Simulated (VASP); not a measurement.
# CuAu (P4/mmm) in VASP: relaxation of cell and atoms with LDA

Aim: the relaxation of cell and atoms of CuAu with LDA.

Everything below comes from runs of VASP 6.6.1. Logs are shortened: lines on timing, memory, paths and dates and some standing lists are left out, and cuts for length are marked.

## 1. The cell of the first run

The structure is tetragonal, space group P4/mmm (No. 123). Conventional cell: a = 2.871 Å, b = 2.871 Å, c = 3.640 Å, α = 90.00°, β = 90.00°, γ = 90.00°. Within 3.7 Å of Cu (site symmetry 4/mmm) lie 8 Au at 2.73 Å and 6 Cu at 2.87 to 3.64 Å. Au (site symmetry 4/mmm) has 8 Cu at 2.73 Å and 6 Au at 2.87 to 3.64 Å within 3.7 Å.

## 2. Relaxation of cell and atoms, LDA

The input, INCAR:

```
PREC     = Accurate       # precision mode
ENCUT    = 700            # plane-wave cutoff, eV
EDIFF    = 1E-7           # SCF threshold, eV
ISMEAR   = 0              # smearing method
SIGMA    = 0.1            # smearing width, eV
LREAL    = F              # projectors in reciprocal space
LASPH    = T              # aspherical terms in the spheres
NELM     = 120            # most SCF steps
ALGO     = Normal         # electronic algorithm
ISIF     = 3              # what is computed and relaxed
LWAVE    = F              # write WAVECAR
LCHARG   = F              # write CHGCAR
IBRION   = 2              # ionic algorithm
NSW      = 70             # ionic steps
EDIFFG   = -0.005         # ionic threshold
GGA_COMPAT= F            
NELMIN   = 4
```

The input, KPOINTS:

```
regular mesh
0
Gamma
  16 16 12
```

The input, POSCAR:

```
CuAu
1.0
    2.8712762975      0.0000000000      0.0000000000
    0.0000000000      2.8712762975      0.0000000000
    0.0000000000      0.0000000000      3.6404327320
Cu Au
1 1
Direct
    0.5000000000      0.5000000000      0.5000000000
    0.0000000000      0.0000000000      0.0000000000
```

Potentials or basis: VASP PAW LDA potentials, release 64 (Cu_sv_GW, Au_sv_GW).

Command:

```bash
$ cat potpaw_LDA.64/Cu_sv_GW/POTCAR potpaw_LDA.64/Au_sv_GW/POTCAR > POTCAR
$ mpirun -np 1 vasp_std > vasp.out
```

OUTCAR:

```text
PREC = Accurate
   ENCUT = 700
   EDIFF = 1E-7
   ISMEAR = 0
   LREAL = F
   LASPH = T
   NELM = 120
   ISIF = 3
   IBRION = 2
   NSW = 70
   EDIFFG = -0.005
   NELMIN = 4

 ion  position               nearest neighbor table
   1  0.500  0.500  0.500-   2 2.73   2 2.73   2 2.73   2 2.73   2 2.73   2 2.73   2 2.73   2 2.73

   2  0.000  0.000  0.000-   1 2.73   1 2.73   1 2.73   1 2.73   1 2.73   1 2.73   1 2.73   1 2.73

  LATTYP: Found a simple tetragonal cell.
 ALAT       =     2.8712762975
 C/A-ratio  =     1.2678796308

  Lattice vectors:

 A1 = (   2.8712762975,   0.0000000000,   0.0000000000)
 A2 = (   0.0000000000,   2.8712762975,   0.0000000000)
 A3 = (   0.0000000000,   0.0000000000,   3.6404327320)

Analysis of symmetry for initial positions (statically):
=====================================================================
 Subroutine PRICEL returns:
 Original cell was already a primitive cell.

 Routine SETGRP: Setting up the symmetry group for a
 simple tetragonal supercell.

 Subroutine GETGRP returns: Found 16 space group operations
 (whereof 16 operations were pure point group operations)
 out of a pool of 16 trial point group operations.

The static configuration has the point symmetry D_4h.

Analysis of symmetry for dynamics (positions and initial velocities):
=====================================================================
 Subroutine PRICEL returns:
 Original cell was already a primitive cell.

 Routine SETGRP: Setting up the symmetry group for a
 simple tetragonal supercell.

 Subroutine GETGRP returns: Found 16 space group operations
 (whereof 16 operations were pure point group operations)
 out of a pool of 16 trial point group operations.

The dynamic configuration has the point symmetry D_4h.

 Subroutine INISYM returns: Found 16 space group operations
 (whereof 16 operations are pure point group operations),
 and found     1 'primitive' translations

----------------------------------------------------------------------------------------

                                     Primitive cell

  volume of cell :      30.0126

  direct lattice vectors                    reciprocal lattice vectors
     2.871276298  0.000000000  0.000000000     0.348277176  0.000000000  0.000000000
     0.000000000  2.871276298  0.000000000     0.000000000  0.348277176  0.000000000
     0.000000000  0.000000000  3.640432732     0.000000000  0.000000000  0.274692619

  length of vectors
     2.871276298  2.871276298  3.640432732     0.348277176  0.348277176  0.274692619

  position of ions in fractional coordinates (direct lattice)
     0.500000000  0.500000000  0.500000000
     0.000000000  0.000000000  0.000000000

  ion indices of the primitive-cell ions
   primitive index   ion index
                 1           1
                 2           2

----------------------------------------------------------------------------------------

 KPOINTS: regular mesh

Automatic generation of k-mesh.
 Grid dimensions read from file:
 generate k-points for:   16   16   12

 Generating k-lattice:

  Cartesian coordinates                     Fractional coordinates (reciprocal lattice)
     0.021767323  0.000000000  0.000000000     0.062500000  0.000000000  0.000000000
     0.000000000  0.021767323  0.000000000     0.000000000  0.062500000  0.000000000
     0.000000000  0.000000000  0.022891052     0.000000000  0.000000000  0.083333333

  Length of vectors
     0.021767323  0.021767323  0.022891052

  Shift w.r.t. Gamma in fractional coordinates (k-lattice)
     0.000000000  0.000000000  0.000000000

 Subroutine IBZKPT returns following result:
 ===========================================

 Found    315 irreducible k-points:

 Following reciprocal coordinates:
            Coordinates               Weight
  0.000000  0.000000  0.000000      1.000000
  0.062500  0.000000  0.000000      4.000000
  0.125000  0.000000  0.000000      4.000000
  0.187500  0.000000  0.000000      4.000000
  0.250000  0.000000  0.000000      4.000000
  0.312500  0.000000  0.000000      4.000000
[... 16 lines left out ...]
  0.437500  0.125000  0.000000      8.000000
  0.500000  0.125000  0.000000      4.000000
 [... further k-points ...]
   k-points           NKPTS =    315   k-points in BZ     NKDIM =    315   number of bands    NBANDS=     23
   number of dos      NEDOS =    301   number of ions     NIONS =      2
   total plane-waves  NPLWV =  25088
   dimension x,y,z NGX =    28 NGY =   28 NGZ =   32
   dimension x,y,z NGXF=    56 NGYF=   56 NGZF=   64
   ions per type =               1   1
   NGX,Y,Z   is equivalent  to a cutoff of  16.21, 16.21, 14.61 a.u.
   NGXF,Y,Z  is equivalent  to a cutoff of  32.42, 32.42, 29.23 a.u.
 SYSTEM =  unknown system
   PREC   = accura    normal or accurate (medium, high low for compatibility)
   ISTART =      0    job   : 0-new  1-cont  2-samecut
   ICHARG =      2    charge: 1-file 2-atom 10-const
   ISPIN  =      1    spin polarized calculation?
   LNONCOLLINEAR =      F non collinear calculations
   LSORBIT =      F    spin-orbit coupling
   LASPH  =      T    aspherical Exc in radial PAW
   ENCUT  =  700.0 eV  51.45 Ry    7.17 a.u.   6.19  6.19  7.85*2*pi/ulx,y,z
   NELM   =    120;   NELMIN=  4; NELMDL= -5     # of ELM steps
   EDIFF  = 0.1E-06   stopping-criterion for ELM
   LREAL  =      F    real-space projection
   EDIFFG = -.5E-02   stopping-criterion for IOM
   NSW    =     70    number of steps for IOM
   IBRION =      2    ionic relax: 0-MD 1-quasi-New 2-CG
   NFREE  =      1    steps in history (QN), initial steepest desc. (CG)
   ISIF   =      3    stress and relaxation
   ISYM   =      2    0-nonsym 1-usesym 2-fastsym
   POTIM  = 0.5000    time-step for ionic-motion
   TEBEG  =    0.0;   TEEND  =   0.0 temperature during run
   PSTRESS=    0.0 pullay stress
   NELECT =      38.0000    total number of electrons
   NUPDOWN=      -1.0000    fix difference up-down
   EMIN   =  10.00;   EMAX   =-10.00  energy-range for DOS
   EFERMI =   0.00;   METHOD = LEGACY
   ISMEAR =     0;   SIGMA  =   0.10  broadening in eV -4-tet -1-fermi 0-gaus
   EFERMI_NEDOS =   21; number of points for ismear=-14 and -15
   IALGO  =     38    algorithm
   IMIX   =      4    mixing-type and parameters
     AMIX     =   0.40;   BMIX     =  1.00
     AMIX_MAG =   1.60;   BMIX_MAG =  1.00
  volume/ion in A,a.u.               =      15.01       101.27
  Fermi-wavevector in a.u.,A,eV,Ry     =   1.771067  3.346832 42.677108  3.136679
  Thomas-Fermi vector in A             =   2.837732
   LORBIT       =      0    0 simple, 1 ext, 2 COOP (PROOUT), +10 PAW based schemes
   GGA     = CA    functional components
   LHFCALC =     F    Hartree Fock is set to
   AEXX    =    0.0000 exact exchange contribution
   IVDW    =     0    specifies the selected vdW correction
   LEPSILON=     F    determine dielectric tensor
   LRPA    =     F    only Hartree local field effects (RPA)
 conjugate gradient relaxation of ions
 non-spin polarized calculation
 Gauss-broadening in eV      SIGMA  =   0.10
  energy-cutoff  :      700.00
  volume of cell :       30.01
 maximum number of plane-waves:      1288
 NGX is ok and might be reduce to    28
   NGX = 13   NGY = 13   NGZ = 15

--------------------------------------- Ionic step        1  -------------------------------------------

 number of electron      38.0000011 magnetization

 Free energy of the ion-electron system (eV)
  ---------------------------------------------------
  ext. energy  EPLUGINS =         0.00000000
  ---------------------------------------------------
  free energy    TOTEN  =        -8.64836259 eV

  energy without entropy =       -8.64531516  energy(sigma->0) =       -8.64683888

------------------------ aborting loop because EDIFF is reached ----------------------------------------

  FORCE on cell =-STRESS in cart. coord.  units (eV):
  Direction    XX          YY          ZZ          XY          YZ          ZX
  --------------------------------------------------------------------------------------
  -------------------------------------------------------------------------------------
  Total       -2.7111982     -2.7111982     -2.6692176      0.0000000      0.0000000     -0.0000000
  in kB     -144.7334335   -144.7334335   -142.4923607      0.0000000      0.0000000     -0.0000000
  external PRESSURE =    -143.9864092 kB  Pullay stress =       0.0000000 kB
[... 21 lines left out ...]
  energy  without entropy=       -8.6453151572  energy(sigma->0) =       -8.64683888

--------------------------------------- Ionic step        2  -------------------------------------------

 number of electron      37.9999994 magnetization

 E-fermi :  10.8122     XC(G=0): -14.8007

 val. band max:       10.8046570356   @ k =   0.3750   0.3750   0.2500
 cond. band min:      10.8167070527   @ k =   0.3750   0.1875   0.5000
 fundamental gap:      0.0120500171
 Fermi energy:        10.8121590212

 k-point     1 :       0.0000    0.0000    0.0000
  band No.  band energies     occupation
      1    -100.9901      2.00000
      2     -95.4753      2.00000
      3     -58.9854      2.00000
      4     -58.9500      2.00000
      5     -58.9500      2.00000
      6     -47.0876      2.00000
[... 613 lines left out ...]
     22      22.2151      0.00000
     23      23.4336      0.00000

 [... further k-points ...]

------------------------ aborting loop because EDIFF is reached ----------------------------------------

  FORCE on cell =-STRESS in cart. coord.  units (eV):
  Direction    XX          YY          ZZ          XY          YZ          ZX
  --------------------------------------------------------------------------------------
  -------------------------------------------------------------------------------------
  Total        4.6837911      4.6837911      4.4259348      0.0000000      0.0000000     -0.0000000
  in kB      305.9526944    305.9526944    289.1091111      0.0000000      0.0000000     -0.0000000
  external PRESSURE =     300.3381667 kB  Pullay stress =       0.0000000 kB
[... 53 lines left out ...]
  FREE ENERGIE OF THE ION-ELECTRON SYSTEM (eV)
  ---------------------------------------------------
  free  energy   TOTEN  =        -8.7771824381 eV

  energy  without entropy=       -8.7744226475  energy(sigma->0) =       -8.77580254

[... ionic steps 4 to 8 ...]

--------------------------------------- Ionic step        9  -------------------------------------------

 number of electron      37.9999996 magnetization

------------------------ aborting loop because EDIFF is reached ----------------------------------------

  FORCE on cell =-STRESS in cart. coord.  units (eV):
  Direction    XX          YY          ZZ          XY          YZ          ZX
  --------------------------------------------------------------------------------------
  -------------------------------------------------------------------------------------
  Total       -0.0352274     -0.0352274     -0.0367496      0.0000000      0.0000000      0.0000000
  in kB       -2.0588226     -2.0588226     -2.1477826      0.0000000      0.0000000      0.0000000
  external PRESSURE =      -2.0884759 kB  Pullay stress =       0.0000000 kB
[... 57 lines left out ...]
  energy  without entropy=       -8.7746982879  energy(sigma->0) =       -8.77605431

--------------------------------------- Ionic step       11  -------------------------------------------

 number of electron      37.9999996 magnetization

 Free energy of the ion-electron system (eV)
  ---------------------------------------------------
  ext. energy  EPLUGINS =         0.00000000
  ---------------------------------------------------
  free energy    TOTEN  =        -8.77743984 eV

  energy without entropy =       -8.77472117  energy(sigma->0) =       -8.77608051

 E-fermi :   8.9263     XC(G=0): -14.0552

 val. band max:        8.9227810504   @ k =   0.3750   0.3750   0.2500
 cond. band min:       8.9297389774   @ k =   0.3750   0.1875   0.5000
 fundamental gap:      0.0069579270
 Fermi energy:         8.9262681289

 k-point     1 :       0.0000    0.0000    0.0000
  band No.  band energies     occupation
      1    -102.4752      2.00000
      2     -96.8514      2.00000
      3     -60.4617      2.00000
      4     -60.4435      2.00000
      5     -60.4435      2.00000
      6     -48.4444      2.00000
[... 613 lines left out ...]
     22      19.6979      0.00000
     23      20.6582      0.00000

 [... further k-points ...]

------------------------ aborting loop because EDIFF is reached ----------------------------------------

  FORCE on cell =-STRESS in cart. coord.  units (eV):
  Direction    XX          YY          ZZ          XY          YZ          ZX
  --------------------------------------------------------------------------------------
  -------------------------------------------------------------------------------------
  Total       -0.0029945     -0.0029945      0.0033852      0.0000000     -0.0000000     -0.0000000
  in kB       -0.1750650     -0.1750650      0.1979069      0.0000000     -0.0000000     -0.0000000
  external PRESSURE =      -0.0507410 kB  Pullay stress =       0.0000000 kB
[... 17 lines left out ...]
  FREE ENERGIE OF THE ION-ELECTRON SYSTEM (eV)
  ---------------------------------------------------
  free  energy   TOTEN  =        -8.7774398408 eV

  energy  without entropy=       -8.7747211710  energy(sigma->0) =       -8.77608051

 reached required accuracy - stopping structural energy minimisation
```

Wall time 26 min (1 thread of Intel Xeon 6975P-C (Granite Rapids), shared host); peak memory 0.57 GiB.

Results:

| Item | Value |
| --- | --- |
| Free energy | -8.7774 eV |
| Relaxed volume | 13.70 Å³/atom |
| Relaxed cell | a = 2.791 Å, b = 2.791 Å, c = 3.519 Å, α = 90.00°, β = 90.00°, γ = 90.00° |
| Space group after relaxing (to 0.1 Å) | P4/mmm (No. 123) |
| Energy gained by relaxing | 64.5 meV/atom |
| Ionic steps | 11 |
| Pressure after relaxing | 0.0 GPa |
| Band gap on the k mesh | zero (bands 19 and 20 overlap by 7.48 eV) |

Step by step:
```
step  energy change (eV)  largest force (eV/Å)  pressure (GPa)  volume (Å³)
   1              0.0000                0.0000          -14.40        30.01
   2              0.1161                0.0000           30.03        24.53
   3             -0.1288                0.0000           -0.57        27.50
   4             -0.1290                0.0000           -0.09        27.43
   5             -0.1289                0.0000            0.29        27.38
   6             -0.1289                0.0000           -0.68        27.47
   7             -0.1290                0.0000           -0.07        27.43
   8             -0.1290                0.0000           -0.20        27.43
   9             -0.1291                0.0000           -0.21        27.41
  10             -0.1290                0.0000            0.36        27.38
  11             -0.1291                0.0000           -0.01        27.40
```

Final structure:
```
Cu Au
1.0
     2.79071    0.00000    0.00000
     0.00000    2.79071    0.00000
     0.00000    0.00000    3.51884
Cu Au
1 1
Cartesian
  1.3954 1.3954 1.7594
  0.0000 0.0000 0.0000
```

Caveat: spin-orbit coupling is left out, which moves the levels of the heavy elements. Zero-point motion and thermal expansion aren't in these numbers.
